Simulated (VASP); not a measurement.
# CaO (Pm-3m) in VASP: settings compared

Aim: see how the results for CaO move with the level of theory and the settings. Levels: PBEsol, r2SCAN. Tasks: single point.

All numbers are computed with VASP 6.6.1; they aren't measurements. Logs are shortened: lines on timing, memory, paths and dates and some standing lists are left out, and cuts for length are marked.

**1. The cell of the first run**

It takes space group Pm-3m (No. 221, cubic). The conventional cell has a = 2.888 Å, b = 2.888 Å, c = 2.888 Å, α = 90.00°, β = 90.00°, γ = 90.00°. Within 3.3 Å of Ca (site symmetry m-3m) lie 8 O at 2.50 Å and 6 Ca at 2.89 Å. Within 3.3 Å of O (site symmetry m-3m) lie 8 Ca at 2.50 Å and 6 O at 2.89 Å.

**2. Single point, PBEsol**

Contents of INCAR:

```
SYSTEM = CaO
ALGO     = Normal         ! electronic algorithm
EDIFF    = 1E-7           ! SCF threshold, eV
ENCUT    = 520            ! plane-wave cutoff, eV
GGA      = PS             ! functional
ISIF     = 2              ! what is computed and relaxed
ISMEAR   = -1             ! smearing method
LASPH    = .TRUE.         ! aspherical terms in the spheres
LCHARG   = .TRUE.         ! write CHGCAR
LELF     = .TRUE.         ! ELF
LREAL    = .FALSE.        ! projectors in reciprocal space
LVHAR    = .TRUE.       
LWAVE    = .FALSE.        ! write WAVECAR
NBANDS   = 15             ! bands
NELM     = 80             ! most SCF steps
PREC     = Accurate       ! precision mode
SIGMA    = 0.02           ! smearing width, eV
```

Contents of KPOINTS:

```
k-points
0
G
  8 8 8
  0 0 0
```

Contents of POSCAR:

```
CaO
1.0
    2.8882851423      0.0000000000      0.0000000000
    0.0000000000      2.8882851423      0.0000000000
    0.0000000000      0.0000000000      2.8882851423
Ca O
1 1
Direct
    0.0000000000      0.0000000000      0.0000000000
    0.5000000000      0.5000000000      0.5000000000
```

Potentials or basis: VASP PAW PBE potentials, release 64 (Ca_sv, O).

On the command line:

```bash
$ cat potpaw_PBE.64/Ca_sv/POTCAR potpaw_PBE.64/O/POTCAR > POTCAR
$ mpirun -np 1 vasp_std > vasp.out
```

OUTCAR:

```text
SYSTEM = CaO
   EDIFF = 1E-7
   ENCUT = 520
   GGA = PS
   ISIF = 2
   ISMEAR = -1
   LASPH = .TRUE.
   LREAL = .FALSE.
   NELM = 80
   PREC = Accurate

 ion  position               nearest neighbor table
   1  0.000  0.000  0.000-   2 2.50   2 2.50   2 2.50   2 2.50   2 2.50   2 2.50   2 2.50   2 2.50

   2  0.500  0.500  0.500-   1 2.50   1 2.50   1 2.50   1 2.50   1 2.50   1 2.50   1 2.50   1 2.50

  LATTYP: Found a simple cubic cell.
 ALAT       =     2.8882851423

  Lattice vectors:

 A1 = (   2.8882851423,   0.0000000000,   0.0000000000)
 A2 = (   0.0000000000,   2.8882851423,   0.0000000000)
 A3 = (   0.0000000000,   0.0000000000,   2.8882851423)

Analysis of symmetry for initial positions (statically):
=====================================================================
 Subroutine PRICEL returns:
 Original cell was already a primitive cell.

 Routine SETGRP: Setting up the symmetry group for a
 simple cubic supercell.

 Subroutine GETGRP returns: Found 48 space group operations
 (whereof 48 operations were pure point group operations)
 out of a pool of 48 trial point group operations.

The static configuration has the point symmetry O_h .

Analysis of symmetry for dynamics (positions and initial velocities):
=====================================================================
 Subroutine PRICEL returns:
 Original cell was already a primitive cell.

 Routine SETGRP: Setting up the symmetry group for a
 simple cubic supercell.

 Subroutine GETGRP returns: Found 48 space group operations
 (whereof 48 operations were pure point group operations)
 out of a pool of 48 trial point group operations.

The dynamic configuration has the point symmetry O_h .

 Subroutine INISYM returns: Found 48 space group operations
 (whereof 48 operations are pure point group operations),
 and found     1 'primitive' translations

----------------------------------------------------------------------------------------

                                     Primitive cell

  volume of cell :      24.0946

  direct lattice vectors                    reciprocal lattice vectors
     2.888285142  0.000000000  0.000000000     0.346226204  0.000000000  0.000000000
     0.000000000  2.888285142  0.000000000     0.000000000  0.346226204  0.000000000
     0.000000000  0.000000000  2.888285142     0.000000000  0.000000000  0.346226204

  length of vectors
     2.888285142  2.888285142  2.888285142     0.346226204  0.346226204  0.346226204

[... 85 lines left out ...]
   NFREE  =      0    steps in history (QN), initial steepest desc. (CG)
   ISIF   =      2    stress and relaxation
   ISYM   =      2    0-nonsym 1-usesym 2-fastsym
   POTIM  = 0.5000    time-step for ionic-motion
   TEBEG  =    0.0;   TEEND  =   0.0 temperature during run
   PSTRESS=    0.0 pullay stress
   NELECT =      16.0000    total number of electrons
   NUPDOWN=      -1.0000    fix difference up-down
   EMIN   =  10.00;   EMAX   =-10.00  energy-range for DOS
   EFERMI =   0.00;   METHOD = LEGACY
   ISMEAR =    -1;   SIGMA  =   0.02  broadening in eV -4-tet -1-fermi 0-gaus
   EFERMI_NEDOS =   21; number of points for ismear=-14 and -15
   IALGO  =     38    algorithm
   IMIX   =      4    mixing-type and parameters
     AMIX     =   0.40;   BMIX     =  1.00
     AMIX_MAG =   1.60;   BMIX_MAG =  1.00
  volume/ion in A,a.u.               =      12.05        81.30
  Fermi-wavevector in a.u.,A,eV,Ry     =   1.428263  2.699025 27.754991  2.039934
  Thomas-Fermi vector in A             =   2.548343
   LORBIT       =      0    0 simple, 1 ext, 2 COOP (PROOUT), +10 PAW based schemes
   GGA     = PS    functional components
   LHFCALC =     F    Hartree Fock is set to
   AEXX    =    0.0000 exact exchange contribution
   IVDW    =     0    specifies the selected vdW correction
   LEPSILON=     F    determine dielectric tensor
   LRPA    =     F    only Hartree local field effects (RPA)
 non-spin polarized calculation
  energy-cutoff  :      520.00
  volume of cell :       24.09
 maximum number of plane-waves:       672
 NGX is ok and might be reduce to    24
   NGX = 11   NGY = 11   NGZ = 11

 number of electron      15.9999999 magnetization

 Free energy of the ion-electron system (eV)
  ---------------------------------------------------
  ext. energy  EPLUGINS =         0.00000000
  ---------------------------------------------------
  free energy    TOTEN  =       -12.48991413 eV

  energy without entropy =      -12.48991413  energy(sigma->0) =      -12.48991413

 E-fermi :   4.5885     XC(G=0): -11.6025

 val. band max:        4.1442170468   @ k =   0.5000   0.5000   0.0000
 cond. band min:       6.8197852224   @ k =   0.0000   0.0000   0.0000
 fundamental gap:      2.6755681756
 Fermi energy:         4.5884944550

 k-point     1 :       0.0000    0.0000    0.0000
  band No.  band energies     occupation
      1     -34.8642      2.00000
      2     -15.3507      2.00000
      3     -15.3507      2.00000
      4     -15.3507      2.00000
      5     -12.2755      2.00000
      6       3.8390      2.00000
      7       3.8390      2.00000
      8       3.8390      2.00000
      9       6.8198      0.00000
     10       6.8198      0.00000
     11       9.4088      0.00000
     12      12.7374      0.00000
     13      12.7374      0.00000
     14      12.7374      0.00000
[... 401 lines left out ...]
      2     -16.4341      2.00000
      3     -16.1857      2.00000
      4     -15.2833      2.00000
      5     -11.4044      2.00000
      6       1.5790      2.00000
      7       1.9094      2.00000
      8       3.4209      2.00000
      9       8.7549      0.00000
     10       9.7029      0.00000
     11      11.1183      0.00000
     12      11.2937      0.00000
     13      13.3673      0.00000
     14      17.8748      0.00000
     15      17.9571      0.00000

 [... further k-points ...]
[... 5 lines left out ...]
  --------------------------------------------------------------------------------------
  -------------------------------------------------------------------------------------
  Total        0.1091868      0.1091868      0.1091868      0.0000000      0.0000000      0.0000000
  in kB        7.2603973      7.2603973      7.2603973      0.0000000      0.0000000      0.0000000
  external PRESSURE =       7.2603973 kB  Pullay stress =       0.0000000 kB

 VOLUME and BASIS-vectors are now :
 -----------------------------------------------------------------------------
  energy-cutoff  :      520.00
  volume of cell :       24.09
      direct lattice vectors                 reciprocal lattice vectors
     2.888285142  0.000000000  0.000000000     0.346226204  0.000000000  0.000000000
     0.000000000  2.888285142  0.000000000     0.000000000  0.346226204  0.000000000
     0.000000000  0.000000000  2.888285142     0.000000000  0.000000000  0.346226204

 POSITION                                       TOTAL-FORCE (eV/Angst)
 -----------------------------------------------------------------------------------
      0.00000      0.00000      0.00000         0.000000      0.000000      0.000000
      1.44414      1.44414      1.44414         0.000000      0.000000      0.000000
 -----------------------------------------------------------------------------------
    total drift:                                0.000000      0.000000     -0.000000

  FREE ENERGIE OF THE ION-ELECTRON SYSTEM (eV)
  ---------------------------------------------------
  free  energy   TOTEN  =       -12.4899141295 eV

  energy  without entropy=      -12.4899141295  energy(sigma->0) =      -12.48991413
```

OSZICAR:

```text
N       E                     dE             d eps       ncg     rms          rms(c)
DAV:   1     0.117044779291E+03    0.11704E+03   -0.83108E+03  1050   0.111E+03
DAV:   2    -0.938778641408E+01   -0.12643E+03   -0.11897E+03  1331   0.297E+02
DAV:   3    -0.137890449026E+02   -0.44013E+01   -0.43802E+01  1184   0.562E+01
DAV:   4    -0.138850471492E+02   -0.96002E-01   -0.95951E-01  1513   0.754E+00
DAV:   5    -0.138863558251E+02   -0.13087E-02   -0.13087E-02  1193   0.747E-01    0.769E+00
DAV:   6    -0.125820429497E+02    0.13043E+01   -0.29039E+00  1191   0.195E+01    0.317E+00
DAV:   7    -0.125173030464E+02    0.64740E-01   -0.29992E-01  1205   0.559E+00    0.164E+00
DAV:   8    -0.124908811447E+02    0.26422E-01   -0.83749E-02  1351   0.285E+00    0.375E-01
DAV:   9    -0.124897335428E+02    0.11476E-02   -0.69347E-03  1184   0.770E-01    0.102E-01
DAV:  10    -0.124899389583E+02   -0.20542E-03   -0.65563E-04  1337   0.317E-01    0.420E-02
DAV:  11    -0.124899142239E+02    0.24734E-04   -0.90186E-05  1308   0.139E-01    0.199E-02
DAV:  12    -0.124899139983E+02    0.22556E-06   -0.83714E-06  1211   0.371E-02    0.273E-03
DAV:  13    -0.124899141546E+02   -0.15631E-06   -0.62904E-07  1339   0.798E-03    0.622E-04
DAV:  14    -0.124899141295E+02    0.25107E-07   -0.16198E-08   890   0.152E-03
   1 F= -.12489914E+02 E0= -.12489914E+02  d E =-.123068E-11
```

Run time: 4.8 s. Hardware: 1 thread of Intel Xeon 6975P-C (Granite Rapids), shared host; peak memory 0.14 GiB.

What came out:

* Free energy: -12.4899 eV
* Pressure: 0.7 GPa
* Band gap on the k mesh: 2.68 eV, indirect (least direct gap 2.98 eV)

Caveat: the PAW data sets were made with another functional, which shifts forces and pressure a little.

**3. Single point, r2SCAN**

This run uses another cell than the first one, of 12.24 Å³/atom, 1.016 times its volume.

Contents of POSCAR:

```
CaO
1.0
    2.9032089656      0.0000000000      0.0000000000
    0.0000000000      2.9032089656      0.0000000000
    0.0000000000      0.0000000000      2.9032089656
Ca O
1 1
Direct
    0.0000000000      0.0000000000      0.0000000000
    0.5000000000      0.5000000000      0.5000000000
```

Contents of INCAR.step1:

```
SYSTEM = CaO
ALGO = Normal
EDIFF = 1E-4
ENCUT = 520
GGA = PE
ISMEAR = -1
LASPH = .TRUE.
LCHARG = .FALSE.
LREAL = .FALSE.
LWAVE = .TRUE.
NBANDS = 15
NELM = 100
PREC = Accurate
SIGMA = 0.02
```

Contents of INCAR.step2:

```
SYSTEM = CaO
ALGO = Normal
EDIFF = 1E-7
ENCUT = 520
ISIF = 2
ISMEAR = -1
ISTART = 1
LASPH = .TRUE.
LCHARG = .FALSE.
LMIXTAU = .TRUE.
LREAL = .FALSE.
LWAVE = .FALSE.
METAGGA = R2SCAN
NBANDS = 15
NELM = 100
PREC = Accurate
SIGMA = 0.02
```

KPOINTS is that of step 2.

Potentials or basis: VASP PAW PBE potentials, release 64 (Ca_sv, O).

On the command line:

```bash
$ cat potpaw_PBE.64/Ca_sv/POTCAR potpaw_PBE.64/O/POTCAR > POTCAR
$ cp INCAR.step1 INCAR
$ mpirun -np 1 vasp_std > vasp.out
$ cp INCAR.step2 INCAR
$ mpirun -np 1 vasp_std > vasp.out
```

OUTCAR:

```text
SYSTEM = CaO
   EDIFF = 1E-7
   ENCUT = 520
   ISIF = 2
   ISMEAR = -1
   ISTART = 1
   LASPH = .TRUE.
   LREAL = .FALSE.
   METAGGA = R2SCAN
   NELM = 100
   PREC = Accurate

 ion  position               nearest neighbor table
   1  0.000  0.000  0.000-   2 2.51   2 2.51   2 2.51   2 2.51   2 2.51   2 2.51   2 2.51   2 2.51

   2  0.500  0.500  0.500-   1 2.51   1 2.51   1 2.51   1 2.51   1 2.51   1 2.51   1 2.51   1 2.51

  LATTYP: Found a simple cubic cell.
 ALAT       =     2.9032089656

  Lattice vectors:

[... 620 lines left out ...]

  FORCE on cell =-STRESS in cart. coord.  units (eV):
  Direction    XX          YY          ZZ          XY          YZ          ZX
  --------------------------------------------------------------------------------------
  -------------------------------------------------------------------------------------
  Total        0.1585083      0.1585083      0.1585083      0.0000000      0.0000000     -0.0000000
  in kB       10.3783367     10.3783367     10.3783367      0.0000000      0.0000000     -0.0000000
  external PRESSURE =      10.3783367 kB  Pullay stress =       0.0000000 kB

 VOLUME and BASIS-vectors are now :
 -----------------------------------------------------------------------------
  energy-cutoff  :      520.00
  volume of cell :       24.47
      direct lattice vectors                 reciprocal lattice vectors
     2.903208966  0.000000000  0.000000000     0.344446442  0.000000000  0.000000000
     0.000000000  2.903208966  0.000000000     0.000000000  0.344446442  0.000000000
     0.000000000  0.000000000  2.903208966     0.000000000  0.000000000  0.344446442

 POSITION                                       TOTAL-FORCE (eV/Angst)
 -----------------------------------------------------------------------------------
      0.00000      0.00000      0.00000         0.000000      0.000000      0.000000
      1.45160      1.45160      1.45160         0.000000      0.000000      0.000000
 -----------------------------------------------------------------------------------
    total drift:                                0.000000      0.000000     -0.000000

  FREE ENERGIE OF THE ION-ELECTRON SYSTEM (eV)
  ---------------------------------------------------
  free  energy   TOTEN  =       -18.5059759033 eV

  energy  without entropy=      -18.5059759033  energy(sigma->0) =      -18.50597590
```

OSZICAR.step1:

```text
N       E                     dE             d eps       ncg     rms          rms(c)
DAV:   1     0.117014418932E+03    0.11701E+03   -0.83786E+03  1050   0.110E+03
DAV:   2    -0.902744394025E+01   -0.12604E+03   -0.11898E+03  1345   0.292E+02
DAV:   3    -0.132871770799E+02   -0.42597E+01   -0.42393E+01  1170   0.557E+01
DAV:   4    -0.133867188162E+02   -0.99542E-01   -0.99485E-01  1561   0.742E+00
DAV:   5    -0.133873873361E+02   -0.66852E-03   -0.66852E-03  1177   0.554E-01    0.816E+00
DAV:   6    -0.118917488232E+02    0.14956E+01   -0.35443E+00  1177   0.205E+01    0.323E+00
DAV:   7    -0.118332703111E+02    0.58479E-01   -0.33266E-01  1205   0.589E+00    0.168E+00
DAV:   8    -0.118144216641E+02    0.18849E-01   -0.85366E-02  1337   0.291E+00    0.423E-01
DAV:   9    -0.118129199846E+02    0.15017E-02   -0.67536E-03  1219   0.744E-01    0.102E-01
DAV:  10    -0.118133306474E+02   -0.41066E-03   -0.76897E-04  1253   0.332E-01    0.483E-02
DAV:  11    -0.118132970290E+02    0.33618E-04   -0.68928E-05  1001   0.133E-01
   1 F= -.11813297E+02 E0= -.11813297E+02  d E =-.754748E-13
```

It took 18 s on 1 thread of Intel Xeon 6975P-C (Granite Rapids), shared host; peak memory 0.14 GiB.

Results:

```
Free energy            : -18.5060 eV
Pressure               : 1.0 GPa
Band gap on the k mesh : 3.28 eV, indirect (least direct gap 3.58 eV)
```

Caveat: the PAW data sets were made with another functional, which shifts forces and pressure a little.
